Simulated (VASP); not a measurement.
Pb: single point with BLYP

Crystal: Pb.

```
CELL_PARAMETERS angstrom
3.82470 0.00000 0.00000
-1.91235 3.31229 0.00000
0.00000 0.00000 12.29976
ATOMIC_POSITIONS crystal
Pb 0.00000 0.00000 0.00000
Pb 0.00000 0.00000 0.50000
Pb 0.33333 0.66667 0.25000
Pb 0.66667 0.33333 0.75000
```

This cell differs from its parent crystal: volume scaled by 1.12.

| Item | Value |
| --- | --- |
| Program | VASP 6.6.1 |
| Task | single point |
| Functional | BLYP |
| Potentials or basis | VASP PAW PBE potentials, release 64 (Pb_d) |
| Cutoff | 520 eV |
| k mesh | 13 × 13 × 4 |
| Occupations | fermi-dirac, width 0.1 eV |
| Spin | no spin polarisation |

```
Pressure               : -2.7 GPa
Band gap on the k mesh : zero (band 28 reaches 9.27 eV, above the bottom of band 29 at 4.15 eV)
```

Stress tensor (GPa, compression positive):
```
-2.78  0.00  0.00
 0.00 -2.78  0.00
 0.00  0.00 -2.54
```

Levels at points of the mesh, in eV from the Fermi level:
```csv
k point,band 25,band 26,band 27,band 28,band 29,band 30,band 31,band 32
"(0.00, 0.00, 0.00)",-3.04,0.49,0.49,3.95,3.95,4.53,4.53,4.57
"(0.00, 0.00, 0.50)",-1.95,-1.95,3.47,3.47,4.12,4.12,4.12,4.12
```

Run time: 3.1 min on 1 thread of Intel(R) Xeon(R) Platinum 8375C CPU @ 2.90GHz (Ice Lake), on a shared host, peak memory 0.4 GiB.

Caveat: the PAW data sets were made with another functional, which shifts forces and pressure a little; spin-orbit coupling is left out, which moves the levels of the heavy elements.
